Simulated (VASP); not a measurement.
# KF in VASP: notebook

Runs on KF. Level: PBE. Tasks: single point.

All numbers are computed with VASP 6.6.1; they aren't measurements. Logs are shortened: lines on timing, memory, paths and dates and some standing lists are left out, and cuts for length are marked.

**1. The cell of the first run**

Symmetry: I4/mmm, No. 139, tetragonal system. The conventional cell has a = 3.762 Å, b = 3.762 Å, c = 5.400 Å, α = 90.00°, β = 90.00°, γ = 90.00°. K (site symmetry 4/mmm) has 6 F at 2.66 to 2.70 Å within 3.5 Å. F (site symmetry 4/mmm) has 6 K at 2.66 to 2.70 Å within 3.5 Å.

**2. Single point, PBE (z stretched by +1 % at fixed volume)**

The input, INCAR:

```
SYSTEM = KF
PREC     = Accurate       ! precision mode
ENCUT    = 520            ! plane-wave cutoff, eV
EDIFF    = 1E-6           ! SCF threshold, eV
ISMEAR   = -1             ! smearing method
SIGMA    = 0.01           ! smearing width, eV
LREAL    = .False.        ! projectors in reciprocal space
LASPH    = .True.         ! aspherical terms in the spheres
NELM     = 100            ! most SCF steps
ALGO     = Normal         ! electronic algorithm
ISIF     = 2              ! what is computed and relaxed
LWAVE    = .False.        ! write WAVECAR
LCHARG   = .False.        ! write CHGCAR
GGA      = PE             ! functional
NBANDS   = 15             ! bands
```

The input, KPOINTS:

```
regular mesh
0
Gamma
  9 9 9
  0 0 0
```

The input, POSCAR:

```
KF
1.0
    0.0000000000      2.6602319280      2.7002350000
    2.6602319280      0.0000000000      2.7002350000
    2.6602319280      2.6602319280      0.0000000000
K F
1 1
Direct
    0.0000000000      0.0000000000      0.0000000000
    0.5000000000      0.5000000000      0.5000000000
```

Potentials or basis: VASP PAW PBE potentials, release 64 (K_sv, F).

The run is started by

```sh
$ cat potpaw_PBE.64/K_sv/POTCAR potpaw_PBE.64/F/POTCAR > POTCAR
$ mpirun -np 1 vasp_std > vasp.out
```

OUTCAR:

```text
SYSTEM = KF
   PREC = Accurate
   ENCUT = 520
   EDIFF = 1E-6
   ISMEAR = -1
   LREAL = .False.
   LASPH = .True.
   NELM = 100
   ISIF = 2
   GGA = PE

 ion  position               nearest neighbor table
   1  0.000  0.000  0.000-   2 2.66   2 2.66   2 2.66   2 2.66   2 2.70   2 2.70
   2  0.500  0.500  0.500-   1 2.66   1 2.66   1 2.66   1 2.66   1 2.70   1 2.70

  LATTYP: Found a body centered tetragonal cell.
 ALAT       =     3.7621360716
 C/A-ratio  =     1.4354797108

  Lattice vectors:

 A1 = (  -2.6602319280,   0.0000000000,   2.7002350000)
 A2 = (   2.6602319280,   0.0000000000,   2.7002350000)
 A3 = (   0.0000000000,   2.6602319280,  -2.7002350000)

Analysis of symmetry for initial positions (statically):
=====================================================================
 Subroutine PRICEL returns:
 Original cell was already a primitive cell.

 Routine SETGRP: Setting up the symmetry group for a
 body centered tetragonal supercell.

 Subroutine GETGRP returns: Found 16 space group operations
 (whereof 16 operations were pure point group operations)
 out of a pool of 16 trial point group operations.

The static configuration has the point symmetry D_4h.

Analysis of symmetry for dynamics (positions and initial velocities):
=====================================================================
 Subroutine PRICEL returns:
 Original cell was already a primitive cell.

 Routine SETGRP: Setting up the symmetry group for a
 body centered tetragonal supercell.

 Subroutine GETGRP returns: Found 16 space group operations
 (whereof 16 operations were pure point group operations)
 out of a pool of 16 trial point group operations.

The dynamic configuration has the point symmetry D_4h.

 Subroutine INISYM returns: Found 16 space group operations
 (whereof 16 operations are pure point group operations),
 and found     1 'primitive' translations

----------------------------------------------------------------------------------------

                                     Primitive cell

  volume of cell :      38.2182

  direct lattice vectors                    reciprocal lattice vectors
     0.000000000  2.660231928  2.700235000    -0.187953537  0.187953537  0.185169069
     2.660231928  0.000000000  2.700235000     0.187953537 -0.187953537  0.185169069
     2.660231928  2.660231928  0.000000000     0.187953537  0.187953537 -0.185169069

  length of vectors
     3.790528059  3.790528059  3.762136072     0.323945440  0.323945440  0.323945440

  position of ions in fractional coordinates (direct lattice)
     0.000000000  0.000000000  0.000000000
     0.500000000  0.500000000  0.500000000

  ion indices of the primitive-cell ions
   primitive index   ion index
                 1           1
                 2           2

----------------------------------------------------------------------------------------

 KPOINTS: regular mesh

Automatic generation of k-mesh.
 Grid dimensions read from file:
 generate k-points for:    9    9    9

 Generating k-lattice:

  Cartesian coordinates                     Fractional coordinates (reciprocal lattice)
    -0.020883726  0.020883726  0.020574341     0.111111111  0.000000000  0.000000000
     0.020883726 -0.020883726  0.020574341     0.000000000  0.111111111  0.000000000
     0.020883726  0.020883726 -0.020574341     0.000000000  0.000000000  0.111111111

  Length of vectors
     0.035993938  0.035993938  0.035993938

  Shift w.r.t. Gamma in fractional coordinates (k-lattice)
     0.000000000  0.000000000  0.000000000

 Subroutine IBZKPT returns following result:
 ===========================================

 Found     75 irreducible k-points:

 Following reciprocal coordinates:
            Coordinates               Weight
  0.000000  0.000000  0.000000      1.000000
  0.111111 -0.000000  0.000000      8.000000
  0.222222 -0.000000  0.000000      8.000000
  0.333333  0.000000  0.000000      8.000000
  0.444444 -0.000000  0.000000      8.000000
  0.111111  0.111111  0.000000      2.000000
[... 16 lines left out ...]
 -0.333333  0.333333  0.000000      4.000000
  0.444444  0.444444  0.000000      2.000000
 [... further k-points ...]
   k-points           NKPTS =     75   k-points in BZ     NKDIM =     75   number of bands    NBANDS=     15
   number of dos      NEDOS =    301   number of ions     NIONS =      2
   total plane-waves  NPLWV =  21952
   dimension x,y,z NGX =    28 NGY =   28 NGZ =   28
   dimension x,y,z NGXF=    56 NGYF=   56 NGZF=   56
   ions per type =               1   1
   NGX,Y,Z   is equivalent  to a cutoff of  12.28, 12.28, 12.37 a.u.
   NGXF,Y,Z  is equivalent  to a cutoff of  24.56, 24.56, 24.75 a.u.
 SYSTEM =  KF
   PREC   = accura    normal or accurate (medium, high low for compatibility)
   ISTART =      0    job   : 0-new  1-cont  2-samecut
   ICHARG =      2    charge: 1-file 2-atom 10-const
   ISPIN  =      1    spin polarized calculation?
   LNONCOLLINEAR =      F non collinear calculations
   LSORBIT =      F    spin-orbit coupling
   LASPH  =      T    aspherical Exc in radial PAW
   ENCUT  =  520.0 eV  38.22 Ry    6.18 a.u.   7.05  7.05  7.00*2*pi/ulx,y,z
   NELM   =    100;   NELMIN=  2; NELMDL= -5     # of ELM steps
   EDIFF  = 0.1E-05   stopping-criterion for ELM
   LREAL  =      F    real-space projection
   EDIFFG = 0.1E-04   stopping-criterion for IOM
   NSW    =      0    number of steps for IOM
   IBRION =     -1    ionic relax: 0-MD 1-quasi-New 2-CG
   NFREE  =      0    steps in history (QN), initial steepest desc. (CG)
   ISIF   =      2    stress and relaxation
   ISYM   =      2    0-nonsym 1-usesym 2-fastsym
   POTIM  = 0.5000    time-step for ionic-motion
   TEBEG  =    0.0;   TEEND  =   0.0 temperature during run
   PSTRESS=    0.0 pullay stress
   NELECT =      16.0000    total number of electrons
   NUPDOWN=      -1.0000    fix difference up-down
   EMIN   =  10.00;   EMAX   =-10.00  energy-range for DOS
   EFERMI =   0.00;   METHOD = LEGACY
   ISMEAR =    -1;   SIGMA  =   0.01  broadening in eV -4-tet -1-fermi 0-gaus
   EFERMI_NEDOS =   21; number of points for ismear=-14 and -15
   IALGO  =     38    algorithm
   IMIX   =      4    mixing-type and parameters
     AMIX     =   0.40;   BMIX     =  1.00
     AMIX_MAG =   1.60;   BMIX_MAG =  1.00
  volume/ion in A,a.u.               =      19.11       128.95
  Fermi-wavevector in a.u.,A,eV,Ry     =   1.224686  2.314320 20.406766  1.499855
  Thomas-Fermi vector in A             =   2.359751
   LORBIT       =      0    0 simple, 1 ext, 2 COOP (PROOUT), +10 PAW based schemes
   GGA     = PE    functional components
   LHFCALC =     F    Hartree Fock is set to
   AEXX    =    0.0000 exact exchange contribution
   IVDW    =     0    specifies the selected vdW correction
   LEPSILON=     F    determine dielectric tensor
   LRPA    =     F    only Hartree local field effects (RPA)
 non-spin polarized calculation
  energy-cutoff  :      520.00
  volume of cell :       38.22
 maximum number of plane-waves:      1040
   NGX = 15   NGY = 15   NGZ = 13

 number of electron      16.0000001 magnetization

 Free energy of the ion-electron system (eV)
  ---------------------------------------------------
  ext. energy  EPLUGINS =         0.00000000
  ---------------------------------------------------
  free energy    TOTEN  =        -8.28977206 eV

  energy without entropy =       -8.28977206  energy(sigma->0) =       -8.28977206

 E-fermi :  -2.5667     XC(G=0):  -8.3951

 val. band max:       -2.8023589371   @ k =   0.0000   0.0000   0.0000
 cond. band min:       3.3451990542   @ k =   0.0000   0.0000   0.0000
 fundamental gap:      6.1475579913
 Fermi energy:        -2.5666734061

 k-point     1 :       0.0000    0.0000    0.0000
  band No.  band energies     occupation
      1     -28.9513      2.00000
      2     -21.4651      2.00000
      3     -12.2066      2.00000
      4     -12.2017      2.00000
      5     -12.2017      2.00000
      6      -2.8236      2.00000
      7      -2.8024      2.00000
      8      -2.8024      2.00000
      9       3.3452      0.00000
     10       7.8091      0.00000
     11       7.8943      0.00000
     12       7.8943      0.00000
     13       9.4637      0.00000
     14       9.6073      0.00000
     15      14.1196      0.00000

 k-point     2 :       0.1111   -0.0000    0.0000
  band No.  band energies     occupation
      1     -28.9405      2.00000
      2     -21.4753      2.00000
      3     -12.2362      2.00000
      4     -12.2099      2.00000
      5     -12.2051      2.00000
      6      -2.9229      2.00000
      7      -2.8565      2.00000
      8      -2.8454      2.00000
      9       3.6900      0.00000
     10       7.6596      0.00000
     11       8.0078      0.00000
     12       8.0599      0.00000
     13       9.5776      0.00000
     14       9.7200      0.00000
     15      14.7243      0.00000

 k-point     3 :       0.2222   -0.0000    0.0000
  band No.  band energies     occupation
      1     -28.9129      2.00000
      2     -21.5008      2.00000
      3     -12.3176      2.00000
      4     -12.2231      2.00000
      5     -12.2137      2.00000
      6      -3.1772      2.00000
      7      -2.9592      2.00000
      8      -2.9524      2.00000
      9       4.5847      0.00000
     10       7.3304      0.00000
     11       8.4381      0.00000
     12       8.4926      0.00000
     13       9.9311      0.00000
     14      10.0627      0.00000
     15      15.8019      0.00000
[... 343 lines left out ...]
 k-point    23 :      -0.3333    0.3333    0.0000
  band No.  band energies     occupation
      1     -28.8409      2.00000
      2     -21.5197      2.00000
      3     -12.5955      2.00000
      4     -12.4256      2.00000
      5     -12.3006      2.00000
      6      -3.2868      2.00000
      7      -3.0725      2.00000
      8      -3.0135      2.00000
      9       6.5192      0.00000
     10       7.4725      0.00000
     11       8.5552      0.00000
     12      10.4358      0.00000
     13      10.7779      0.00000
     14      11.7587      0.00000
     15      13.7262      0.00000

 k-point    24 :       0.4444    0.4444    0.0000
  band No.  band energies     occupation
      1     -28.8436      2.00000
      2     -21.4823      2.00000
      3     -12.7298      2.00000
      4     -12.3959      2.00000
      5     -12.3959      2.00000
      6      -3.0783      2.00000
      7      -2.8579      2.00000
      8      -2.8579      2.00000
      9       5.4745      0.00000
     10       7.2694      0.00000
     11       8.9789      0.00000
     12      10.7562      0.00000
     13      11.2220      0.00000
     14      11.2220      0.00000
     15      13.2326      0.00000

 [... further k-points ...]
[... 5 lines left out ...]
  --------------------------------------------------------------------------------------
  -------------------------------------------------------------------------------------
  Total        0.3959266      0.3959266      0.1917993      0.0000000      0.0000000     -0.0000000
  in kB       16.5979587     16.5979587      8.0405754      0.0000000      0.0000000     -0.0000000
  external PRESSURE =      13.7454976 kB  Pullay stress =       0.0000000 kB

 VOLUME and BASIS-vectors are now :
 -----------------------------------------------------------------------------
  energy-cutoff  :      520.00
  volume of cell :       38.22
      direct lattice vectors                 reciprocal lattice vectors
     0.000000000  2.660231928  2.700235000    -0.187953537  0.187953537  0.185169069
     2.660231928  0.000000000  2.700235000     0.187953537 -0.187953537  0.185169069
     2.660231928  2.660231928  0.000000000     0.187953537  0.187953537 -0.185169069

 POSITION                                       TOTAL-FORCE (eV/Angst)
 -----------------------------------------------------------------------------------
      0.00000      0.00000      0.00000        -0.000000     -0.000000      0.000000
      2.66023      2.66023      2.70024         0.000000      0.000000      0.000000
 -----------------------------------------------------------------------------------
    total drift:                                0.000000      0.000000      0.000000

  FREE ENERGIE OF THE ION-ELECTRON SYSTEM (eV)
  ---------------------------------------------------
  free  energy   TOTEN  =        -8.2897720600 eV

  energy  without entropy=       -8.2897720600  energy(sigma->0) =       -8.28977206
```

Run time: 20 s. Hardware: 1 thread of AMD EPYC 9R45 (Zen 5), shared host; peak memory 0.15 GiB.

What came out:

| Quantity | Value |
| --- | --- |
| Free energy | -8.2898 eV |
| Pressure | 1.4 GPa |
| Band gap on the k mesh | 6.15 eV |

Levels at points of the mesh, in eV from the valence-band top:
| k point | band 5 | band 6 | band 7 | band 8 | band 9 | band 10 | band 11 | band 12 |
| --- | --- | --- | --- | --- | --- | --- | --- | --- |
| (0.00, 0.00, 0.00) | -9.40 | -0.02 | 0.00 | 0.00 | 6.15 | 10.61 | 10.70 | 10.70 |

**3. Single point, PBE (atom 1 (K) moved by [0.12, 0.0, 0.0] A)**

The input, INCAR:

```
ALGO = Normal ; EDIFF = 1E-7
ENCUT = 520 ; GGA = PE
ISIF = 2 ; ISMEAR = -1
LASPH = T ; LCHARG = T
LELF = T ; LREAL = F
LVHAR = T ; LWAVE = F
NBANDS = 15 ; NELM = 100
PREC = Accurate ; SIGMA = 0.01
```

The input, KPOINTS:

```
k-points
0
Gamma
  9 9 9
```

The input, POSCAR:

```
KF
1.0
    0.0000000000      2.6735000000      2.6735000000
    2.6735000000      0.0000000000      2.6735000000
    2.6735000000      2.6735000000      0.0000000000
K F
1 1
Direct
   -0.0224424911      0.0224424911      0.0224424911
    0.5000000000      0.5000000000      0.5000000000
```

Potentials or basis: VASP PAW PBE potentials, release 64 (K_sv, F).

The run is started by

```sh
$ cat potpaw_PBE.64/K_sv/POTCAR potpaw_PBE.64/F/POTCAR > POTCAR
$ mpirun -np 1 vasp_std > vasp.out
```

OUTCAR:

```text
EDIFF = 1E-7
   ENCUT = 520
   GGA = PE
   ISIF = 2
   ISMEAR = -1
   LASPH = T
   LREAL = F
   NELM = 100
   PREC = Accurate

 ion  position               nearest neighbor table
   1  0.978  0.022  0.022-   2 2.55   2 2.68   2 2.68   2 2.68   2 2.68   2 2.79
   2  0.500  0.500  0.500-   1 2.55   1 2.68   1 2.68   1 2.68   1 2.68   1 2.79

  LATTYP: Found a face centered cubic cell.
 ALAT       =     5.3470000000

  Lattice vectors:

 A1 = (   0.0000000000,   2.6735000000,   2.6735000000)
 A2 = (   2.6735000000,   0.0000000000,   2.6735000000)
 A3 = (   2.6735000000,   2.6735000000,   0.0000000000)

Analysis of symmetry for initial positions (statically):
=====================================================================
 Subroutine PRICEL returns:
 Original cell was already a primitive cell.

 Routine SETGRP: Setting up the symmetry group for a
 face centered cubic supercell.

 Subroutine GETGRP returns: Found  8 space group operations
 (whereof  8 operations were pure point group operations)
 out of a pool of 48 trial point group operations.

The static configuration has the point symmetry C_4v.

Analysis of symmetry for dynamics (positions and initial velocities):
=====================================================================
 Subroutine PRICEL returns:
 Original cell was already a primitive cell.

 Routine SETGRP: Setting up the symmetry group for a
 face centered cubic supercell.

 Subroutine GETGRP returns: Found  8 space group operations
 (whereof  8 operations were pure point group operations)
 out of a pool of 48 trial point group operations.

The dynamic configuration has the point symmetry C_4v.

 Subroutine INISYM returns: Found  8 space group operations
 (whereof  8 operations are pure point group operations),
 and found     1 'primitive' translations

[... 112 lines left out ...]
   IMIX   =      4    mixing-type and parameters
     AMIX     =   0.40;   BMIX     =  1.00
     AMIX_MAG =   1.60;   BMIX_MAG =  1.00
  volume/ion in A,a.u.               =      19.11       128.95
  Fermi-wavevector in a.u.,A,eV,Ry     =   1.224686  2.314320 20.406766  1.499855
  Thomas-Fermi vector in A             =   2.359751
   LORBIT       =      0    0 simple, 1 ext, 2 COOP (PROOUT), +10 PAW based schemes
   GGA     = PE    functional components
   LHFCALC =     F    Hartree Fock is set to
   AEXX    =    0.0000 exact exchange contribution
   IVDW    =     0    specifies the selected vdW correction
   LEPSILON=     F    determine dielectric tensor
   LRPA    =     F    only Hartree local field effects (RPA)
 non-spin polarized calculation
  energy-cutoff  :      520.00
  volume of cell :       38.22
 maximum number of plane-waves:      1039
   NGX = 13   NGY = 13   NGZ = 13

 number of electron      16.0000001 magnetization

 Free energy of the ion-electron system (eV)
  ---------------------------------------------------
  ext. energy  EPLUGINS =         0.00000000
  ---------------------------------------------------
  free energy    TOTEN  =        -8.27862931 eV

  energy without entropy =       -8.27862931  energy(sigma->0) =       -8.27862931

 E-fermi :  -2.5828     XC(G=0):  -8.3927

 val. band max:       -2.8167298079   @ k =   0.0000   0.0000   0.0000
 cond. band min:       3.3416516372   @ k =   0.0000   0.0000   0.0000
 fundamental gap:      6.1583814451
 Fermi energy:        -2.5827857100

 k-point     1 :       0.0000    0.0000    0.0000
  band No.  band energies     occupation
      1     -28.9446      2.00000
      2     -21.4701      2.00000
      3     -12.1965      2.00000
      4     -12.1955      2.00000
      5     -12.1955      2.00000
      6      -2.8227      2.00000
      7      -2.8227      2.00000
      8      -2.8167      2.00000
      9       3.3417      0.00000
     10       7.8720      0.00000
     11       7.8928      0.00000
     12       7.8928      0.00000
     13       9.5391      0.00000
     14       9.5821      0.00000
[... 401 lines left out ...]
      2     -21.5120      2.00000
      3     -12.4200      2.00000
      4     -12.3115      2.00000
      5     -12.3066      2.00000
      6      -3.3118      2.00000
      7      -2.9357      2.00000
      8      -2.8970      2.00000
      9       5.6252      0.00000
     10       6.3252      0.00000
     11       9.2302      0.00000
     12       9.5617      0.00000
     13      10.1228      0.00000
     14      10.4739      0.00000
     15      15.6607      0.00000

 [... further k-points ...]
[... 5 lines left out ...]
  --------------------------------------------------------------------------------------
  -------------------------------------------------------------------------------------
  Total        0.4975950      0.3126840      0.3126840     -0.0000000      0.0000000      0.0000000
  in kB       20.8600822     13.1082785     13.1082785     -0.0000000      0.0000000      0.0000000
  external PRESSURE =      15.6922131 kB  Pullay stress =       0.0000000 kB

 VOLUME and BASIS-vectors are now :
 -----------------------------------------------------------------------------
  energy-cutoff  :      520.00
  volume of cell :       38.22
      direct lattice vectors                 reciprocal lattice vectors
     0.000000000  2.673500000  2.673500000    -0.187020759  0.187020759  0.187020759
     2.673500000  0.000000000  2.673500000     0.187020759 -0.187020759  0.187020759
     2.673500000  2.673500000  0.000000000     0.187020759  0.187020759 -0.187020759

 POSITION                                       TOTAL-FORCE (eV/Angst)
 -----------------------------------------------------------------------------------
      0.12000      2.67350      2.67350        -0.209858      0.000000      0.000000
      2.67350      2.67350      2.67350         0.209858      0.000000      0.000000
 -----------------------------------------------------------------------------------
    total drift:                               -0.000011      0.000000      0.000000

  FREE ENERGIE OF THE ION-ELECTRON SYSTEM (eV)
  ---------------------------------------------------
  free  energy   TOTEN  =        -8.2786293126 eV

  energy  without entropy=       -8.2786293126  energy(sigma->0) =       -8.27862931
```

Wall time 21 s (1 thread of AMD EPYC 9R45 (Zen 5), shared host); peak memory 0.15 GiB.

Results:

* Free energy: -8.2786 eV
* Pressure: 1.6 GPa
* Largest force: 0.210 eV/Å
* Band gap on the k mesh: 6.16 eV

Forces on the atoms (eV/Å):
```
K   -0.210  0.000  0.000
F    0.210  0.000  0.000
```

Caveat: the cell differs from its parent crystal (atom 1 (K) moved by [0.12, 0.0, 0.0] A).

(Continued in part 2 of 2.)
